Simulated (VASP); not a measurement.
# SnTe3 (Fm-3m) in VASP: a series of runs

The runs below take SnTe3 through single point, with PBEsol.

Everything below comes from runs of VASP 6.6.1. Logs are shortened: lines on timing, memory, paths and dates and some standing lists are left out, and cuts for length are marked.

### Step 1. The cell of the first run

The structure is cubic, space group Fm-3m (No. 225). The conventional cell has a = 7.257 Å, b = 7.257 Å, c = 7.257 Å, α = 90.00°, β = 90.00°, γ = 90.00°. Te (site symmetry m-3m) has 8 Te at 3.14 Å and 6 Sn at 3.63 Å within 4.1 Å. Within 4.1 Å of Te (site symmetry -43m) lie 10 Te at 3.14 to 3.63 Å and 4 Sn at 3.14 Å. Sn (site symmetry m-3m) has 14 Te at 3.14 to 3.63 Å within 4.1 Å.

### Step 2. Single point, PBEsol

Contents of INCAR:

```
PREC = Accurate ; ENCUT = 520
EDIFF = 1E-7 ; ISMEAR = -1
SIGMA = 0.05 ; LREAL = False
LASPH = True ; NELM = 100
ALGO = Normal ; ISIF = 2
LWAVE = False ; LCHARG = True
GGA = PS ; LELF = True
LVHAR = True ; NBANDS = 24
```

Contents of KPOINTS:

```
regular mesh
0
Gamma
  6 6 6
```

Contents of POSCAR:

```
SnTe3
1.0
    0.0000000000      3.6287437151      3.6287437151
    3.6287437151      0.0000000000      3.6287437151
    3.6287437151      3.6287437151      0.0000000000
Te Sn
3 1
Direct
    0.5000000000      0.5000000000      0.5000000000
    0.7500000000      0.7500000000      0.7500000000
    0.2500000000      0.2500000000      0.2500000000
    0.0000000000      0.0000000000      0.0000000000
```

Potentials or basis: VASP PAW PBE potentials, release 64 (Te, Sn_d).

Launch:

```console
$ cat potpaw_PBE.64/Te/POTCAR potpaw_PBE.64/Sn_d/POTCAR > POTCAR
$ mpirun -np 1 vasp_std > vasp.out
```

OUTCAR:

```text
PREC = Accurate
   ENCUT = 520
   EDIFF = 1E-7
   ISMEAR = -1
   LREAL = False
   LASPH = True
   NELM = 100
   ISIF = 2
   GGA = PS

 ion  position               nearest neighbor table
   1  0.500  0.500  0.500-   3 3.14   3 3.14   3 3.14   2 3.14   3 3.14   2 3.14   2 3.14   2 3.14
                             4 3.63   4 3.63   4 3.63   4 3.63   4 3.63   4 3.63
   2  0.750  0.750  0.750-   1 3.14   1 3.14   1 3.14   1 3.14   4 3.14   4 3.14   4 3.14   4 3.14
                             3 3.63   3 3.63   3 3.63   3 3.63   3 3.63   3 3.63
   3  0.250  0.250  0.250-   4 3.14   4 3.14   4 3.14   1 3.14   4 3.14   1 3.14   1 3.14   1 3.14
                             2 3.63   2 3.63   2 3.63   2 3.63   2 3.63   2 3.63
   4  0.000  0.000  0.000-   2 3.14   2 3.14   2 3.14   2 3.14   3 3.14   3 3.14   3 3.14   3 3.14
                             1 3.63   1 3.63   1 3.63   1 3.63   1 3.63   1 3.63

  LATTYP: Found a face centered cubic cell.
 ALAT       =     7.2574874302

  Lattice vectors:

 A1 = (   0.0000000000,   3.6287437151,   3.6287437151)
 A2 = (   3.6287437151,   0.0000000000,   3.6287437151)
 A3 = (   3.6287437151,   3.6287437151,   0.0000000000)

Analysis of symmetry for initial positions (statically):
=====================================================================
 Subroutine PRICEL returns:
 Original cell was already a primitive cell.

 Routine SETGRP: Setting up the symmetry group for a
 face centered cubic supercell.

 Subroutine GETGRP returns: Found 48 space group operations
 (whereof 48 operations were pure point group operations)
 out of a pool of 48 trial point group operations.

The static configuration has the point symmetry O_h .

Analysis of symmetry for dynamics (positions and initial velocities):
=====================================================================
 Subroutine PRICEL returns:
 Original cell was already a primitive cell.

 Routine SETGRP: Setting up the symmetry group for a
 face centered cubic supercell.

 Subroutine GETGRP returns: Found 48 space group operations
 (whereof 48 operations were pure point group operations)
 out of a pool of 48 trial point group operations.

The dynamic configuration has the point symmetry O_h .

 Subroutine INISYM returns: Found 48 space group operations
 (whereof 48 operations are pure point group operations),
 and found     1 'primitive' translations

----------------------------------------------------------------------------------------

                                     Primitive cell

  volume of cell :      95.5650

  direct lattice vectors                    reciprocal lattice vectors
     0.000000000  3.628743715  3.628743715    -0.137788733  0.137788733  0.137788733
     3.628743715  0.000000000  3.628743715     0.137788733 -0.137788733  0.137788733
     3.628743715  3.628743715  0.000000000     0.137788733  0.137788733 -0.137788733

  length of vectors
     5.131818576  5.131818576  5.131818576     0.238657087  0.238657087  0.238657087

  position of ions in fractional coordinates (direct lattice)
     0.500000000  0.500000000  0.500000000
     0.750000000  0.750000000  0.750000000
     0.250000000  0.250000000  0.250000000
     0.000000000  0.000000000  0.000000000

  ion indices of the primitive-cell ions
   primitive index   ion index
                 1           1
                 2           2
                 3           3
                 4           4

----------------------------------------------------------------------------------------

 KPOINTS: regular mesh

Automatic generation of k-mesh.
 Grid dimensions read from file:
 generate k-points for:    6    6    6

 Generating k-lattice:

  Cartesian coordinates                     Fractional coordinates (reciprocal lattice)
    -0.022964789  0.022964789  0.022964789     0.166666667  0.000000000  0.000000000
     0.022964789 -0.022964789  0.022964789     0.000000000  0.166666667  0.000000000
     0.022964789  0.022964789 -0.022964789     0.000000000  0.000000000  0.166666667

  Length of vectors
     0.039776181  0.039776181  0.039776181

  Shift w.r.t. Gamma in fractional coordinates (k-lattice)
     0.000000000  0.000000000  0.000000000

 Subroutine IBZKPT returns following result:
 ===========================================

 Found     16 irreducible k-points:

 Following reciprocal coordinates:
            Coordinates               Weight
  0.000000  0.000000  0.000000      1.000000
  0.166667  0.000000  0.000000      8.000000
  0.333333  0.000000  0.000000      8.000000
  0.500000  0.000000  0.000000      4.000000
  0.166667  0.166667  0.000000      6.000000
  0.333333  0.166667  0.000000     24.000000
[... 8 lines left out ...]
 -0.333333  0.333333  0.166667     24.000000
 -0.333333  0.500000  0.166667     12.000000
   k-points           NKPTS =     16   k-points in BZ     NKDIM =     16   number of bands    NBANDS=     24
   number of dos      NEDOS =    301   number of ions     NIONS =      4
   total plane-waves  NPLWV =  64000
   dimension x,y,z NGX =    40 NGY =   40 NGZ =   40
   dimension x,y,z NGXF=    80 NGYF=   80 NGZF=   80
   ions per type =               3   1
   NGX,Y,Z   is equivalent  to a cutoff of  12.96, 12.96, 12.96 a.u.
   NGXF,Y,Z  is equivalent  to a cutoff of  25.92, 25.92, 25.92 a.u.
 SYSTEM =  unknown system
   PREC   = accura    normal or accurate (medium, high low for compatibility)
   ISTART =      0    job   : 0-new  1-cont  2-samecut
   ICHARG =      2    charge: 1-file 2-atom 10-const
   ISPIN  =      1    spin polarized calculation?
   LNONCOLLINEAR =      F non collinear calculations
   LSORBIT =      F    spin-orbit coupling
   LASPH  =      T    aspherical Exc in radial PAW
   ENCUT  =  520.0 eV  38.22 Ry    6.18 a.u.   9.54  9.54  9.54*2*pi/ulx,y,z
   NELM   =    100;   NELMIN=  2; NELMDL= -5     # of ELM steps
   EDIFF  = 0.1E-06   stopping-criterion for ELM
   LREAL  =      F    real-space projection
   EDIFFG = 0.1E-05   stopping-criterion for IOM
   NSW    =      0    number of steps for IOM
   IBRION =     -1    ionic relax: 0-MD 1-quasi-New 2-CG
   NFREE  =      0    steps in history (QN), initial steepest desc. (CG)
   ISIF   =      2    stress and relaxation
   ISYM   =      2    0-nonsym 1-usesym 2-fastsym
   POTIM  = 0.5000    time-step for ionic-motion
   TEBEG  =    0.0;   TEEND  =   0.0 temperature during run
   PSTRESS=    0.0 pullay stress
   NELECT =      32.0000    total number of electrons
   NUPDOWN=      -1.0000    fix difference up-down
   EMIN   =  10.00;   EMAX   =-10.00  energy-range for DOS
   EFERMI =   0.00;   METHOD = LEGACY
   ISMEAR =    -1;   SIGMA  =   0.05  broadening in eV -4-tet -1-fermi 0-gaus
   EFERMI_NEDOS =   21; number of points for ismear=-14 and -15
   IALGO  =     38    algorithm
   IMIX   =      4    mixing-type and parameters
     AMIX     =   0.40;   BMIX     =  1.00
     AMIX_MAG =   1.60;   BMIX_MAG =  1.00
  volume/ion in A,a.u.               =      23.89       161.23
  Fermi-wavevector in a.u.,A,eV,Ry     =   1.136820  2.148279 17.583634  1.292361
  Thomas-Fermi vector in A             =   2.273525
   LORBIT       =      0    0 simple, 1 ext, 2 COOP (PROOUT), +10 PAW based schemes
   GGA     = PS    functional components
   LHFCALC =     F    Hartree Fock is set to
   AEXX    =    0.0000 exact exchange contribution
   IVDW    =     0    specifies the selected vdW correction
   LEPSILON=     F    determine dielectric tensor
   LRPA    =     F    only Hartree local field effects (RPA)
 non-spin polarized calculation
  energy-cutoff  :      520.00
  volume of cell :       95.57
 maximum number of plane-waves:      2637
 NGX is ok and might be reduce to    40
   NGX = 19   NGY = 19   NGZ = 19

 number of electron      31.9999995 magnetization

 Free energy of the ion-electron system (eV)
  ---------------------------------------------------
  ext. energy  EPLUGINS =         0.00000000
  ---------------------------------------------------
  free energy    TOTEN  =       -14.06608052 eV

  energy without entropy =      -14.03552808  energy(sigma->0) =      -14.05080430

 E-fermi :  10.2838     XC(G=0): -11.0083

 val. band max:       10.2347131831   @ k =   0.5000   0.3333   0.1667
 cond. band min:      10.3221104693   @ k =   0.5000   0.3333   0.0000
 fundamental gap:      0.0873972862
 Fermi energy:        10.2837863328

 k-point     1 :       0.0000    0.0000    0.0000
  band No.  band energies     occupation
      1     -11.3001      2.00000
      2     -11.3001      2.00000
      3     -11.3001      2.00000
      4     -11.2860      2.00000
      5     -11.2860      2.00000
      6      -4.7930      2.00000
[... 16 lines left out ...]
     23      15.5236      0.00000
     24      21.0599      0.00000

 k-point     2 :       0.1667    0.0000    0.0000
  band No.  band energies     occupation
      1     -11.3009      2.00000
      2     -11.2994      2.00000
      3     -11.2994      2.00000
      4     -11.2861      2.00000
      5     -11.2861      2.00000
      6      -4.5734      2.00000
[... 16 lines left out ...]
     23      15.0641      0.00000
     24      19.8603      0.00000

 k-point     3 :       0.3333    0.0000    0.0000
  band No.  band energies     occupation
      1     -11.3027      2.00000
      2     -11.2983      2.00000
      3     -11.2983      2.00000
      4     -11.2862      2.00000
      5     -11.2862      2.00000
      6      -3.9387      2.00000
[... 16 lines left out ...]
     23      15.5921      0.00000
     24      19.2207      0.00000

 k-point     4 :       0.5000    0.0000    0.0000
  band No.  band energies     occupation
      1     -11.3037      2.00000
      2     -11.2978      2.00000
      3     -11.2978      2.00000
      4     -11.2862      2.00000
      5     -11.2862      2.00000
      6      -3.2463      2.00000
[... 16 lines left out ...]
     23      18.0764      0.00000
     24      18.0764      0.00000

 k-point     5 :       0.1667    0.1667    0.0000
  band No.  band energies     occupation
      1     -11.3019      2.00000
      2     -11.2988      2.00000
      3     -11.2988      2.00000
      4     -11.2867      2.00000
      5     -11.2857      2.00000
      6      -4.4999      2.00000
[... 16 lines left out ...]
     23      14.7263      0.00000
     24      19.5254      0.00000

 k-point     6 :       0.3333    0.1667    0.0000
  band No.  band energies     occupation
      1     -11.3031      2.00000
      2     -11.2982      2.00000
      3     -11.2976      2.00000
      4     -11.2872      2.00000
      5     -11.2856      2.00000
      6      -3.9995      2.00000
[... 16 lines left out ...]
     23      16.6342      0.00000
     24      18.7700      0.00000
[... 163 lines left out ...]
 k-point    13 :       0.5000    0.5000    0.0000
  band No.  band energies     occupation
      1     -11.3074      2.00000
      2     -11.2951      2.00000
      3     -11.2951      2.00000
      4     -11.2894      2.00000
      5     -11.2848      2.00000
      6      -2.4138      2.00000
[... 16 lines left out ...]
     23      15.3844      0.00000
     24      16.1251      0.00000

 k-point    14 :       0.5000    0.3333    0.1667
  band No.  band energies     occupation
      1     -11.3034      2.00000
      2     -11.2985      2.00000
      3     -11.2965      2.00000
      4     -11.2877      2.00000
      5     -11.2857      2.00000
      6      -3.3841      2.00000
[... 16 lines left out ...]
     23      17.5937      0.00000
     24      18.0007      0.00000

 k-point    15 :      -0.3333    0.3333    0.1667
  band No.  band energies     occupation
      1     -11.3018      2.00000
      2     -11.3005      2.00000
      3     -11.2958      2.00000
      4     -11.2877      2.00000
      5     -11.2859      2.00000
      6      -2.6887      2.00000
[... 16 lines left out ...]
     23      17.1677      0.00000
     24      17.5729      0.00000

 k-point    16 :      -0.3333    0.5000    0.1667
  band No.  band energies     occupation
      1     -11.3044      2.00000
      2     -11.2982      2.00000
      3     -11.2951      2.00000
      4     -11.2886      2.00000
      5     -11.2854      2.00000
      6      -2.1786      2.00000
[... 16 lines left out ...]
     23      16.9650      0.00000
     24      17.1438      0.00000

------------------------ aborting loop because EDIFF is reached ----------------------------------------

  FORCE on cell =-STRESS in cart. coord.  units (eV):
  Direction    XX          YY          ZZ          XY          YZ          ZX
  --------------------------------------------------------------------------------------
  -------------------------------------------------------------------------------------
  Total        5.9820389      5.9820389      5.9820389      0.0000000     -0.0000000     -0.0000000
  in kB      100.2907614    100.2907614    100.2907614      0.0000000     -0.0000000     -0.0000000
  external PRESSURE =     100.2907614 kB  Pullay stress =       0.0000000 kB

 VOLUME and BASIS-vectors are now :
 -----------------------------------------------------------------------------
  energy-cutoff  :      520.00
  volume of cell :       95.57
      direct lattice vectors                 reciprocal lattice vectors
     0.000000000  3.628743715  3.628743715    -0.137788733  0.137788733  0.137788733
     3.628743715  0.000000000  3.628743715     0.137788733 -0.137788733  0.137788733
     3.628743715  3.628743715  0.000000000     0.137788733  0.137788733 -0.137788733

 POSITION                                       TOTAL-FORCE (eV/Angst)
 -----------------------------------------------------------------------------------
      3.62874      3.62874      3.62874         0.000000     -0.000000      0.000000
      5.44312      5.44312      5.44312        -0.000000      0.000000     -0.000000
      1.81437      1.81437      1.81437        -0.000000     -0.000000     -0.000000
      0.00000      0.00000      0.00000         0.000000     -0.000000      0.000000
 -----------------------------------------------------------------------------------
    total drift:                               -0.000000      0.000000      0.000000

  FREE ENERGIE OF THE ION-ELECTRON SYSTEM (eV)
  ---------------------------------------------------
  free  energy   TOTEN  =       -14.0660805224 eV

  energy  without entropy=      -14.0355280843  energy(sigma->0) =      -14.05080430
```

Run time: 28 s. Hardware: 1 thread of Intel Xeon Platinum 8488C (Sapphire Rapids), shared host; peak memory 0.24 GiB.

Results:

* Free energy: -14.0661 eV
* Pressure: 10.0 GPa
* Band gap on the k mesh: zero (band 16 reaches 10.65 eV, above the bottom of band 17 at 7.81 eV)

Levels at points of the mesh, in eV from the Fermi level:
```csv
k point,band 14,band 15,band 16,band 17,band 18,band 19
"(0.00, 0.00, 0.00)",-4.19,-4.19,-2.48,-2.48,-2.48,2.39
"(0.50, 0.00, 0.00)",-2.04,-2.02,0.37,0.37,1.64,1.64
"(0.50, 0.50, 0.00)",-0.72,-0.57,0.14,0.15,0.15,2.47
```

Caveat: the PAW data sets were made with another functional, which shifts forces and pressure a little; spin-orbit coupling is left out, which moves the levels of the heavy elements.

### Step 3. Single point, PBEsol

This run uses another cell than the first one, of 25.24 Å³/atom, 1.057 times its volume.

Contents of INCAR:

```
SYSTEM = SnTe3
  PREC = Accurate
  ENCUT = 520
  EDIFF = 1E-6
  ISMEAR = -1
  SIGMA = 0.05
  LREAL = .FALSE.
  LASPH = .TRUE.
  NELM = 60
  ALGO = Normal
  ISIF = 2
  LWAVE = .FALSE.
  LCHARG = .FALSE.
  GGA = PS
  NBANDS = 24
```

Contents of KPOINTS:

```
regular mesh
0
G
  6 6 6
  0 0 0
```

Contents of POSCAR:

```
SnTe3
1.0
    0.0000000000      3.6958480258      3.6958480258
    3.6958480258      0.0000000000      3.6958480258
    3.6958480258      3.6958480258      0.0000000000
Te Sn
3 1
Direct
    0.5000000000      0.5000000000      0.5000000000
    0.7500000000      0.7500000000      0.7500000000
    0.2500000000      0.2500000000      0.2500000000
    0.0000000000      0.0000000000      0.0000000000
```

Potentials or basis: VASP PAW PBE potentials, release 64 (Te, Sn_d).

Launch:

```console
$ cat potpaw_PBE.64/Te/POTCAR potpaw_PBE.64/Sn_d/POTCAR > POTCAR
$ mpirun -np 1 vasp_std > vasp.out
```

Wall time 29 s (1 thread of Intel Xeon Platinum 8488C (Sapphire Rapids), shared host); peak memory 0.24 GiB.

It converged, with:

```
Free energy            : -14.3154 eV
Pressure               : 5.0 GPa
Band gap on the k mesh : zero (band 16 reaches 9.81 eV, above the bottom of band 17 at 7.16 eV)
```

Levels at points of the mesh, in eV from the Fermi level:
```
           k point  band 12  band 13  band 14  band 15  band 16  band 17  band 18  band 19  band 20  band 21
(0.00, 0.00, 0.00)    -3.95    -3.91    -3.91    -3.91    -2.27    -2.27    -2.27     2.60     2.60     4.87
(0.50, 0.00, 0.00)    -4.11    -4.11    -2.03    -2.02     0.39     0.39     1.70     1.70     1.70     3.90
(0.50, 0.50, 0.00)    -1.50    -0.70    -0.67    -0.67     0.11     0.17     0.17     2.36     3.57     3.57
```

Caveat: the PAW data sets were made with another functional, which shifts forces and pressure a little; spin-orbit coupling is left out, which moves the levels of the heavy elements.
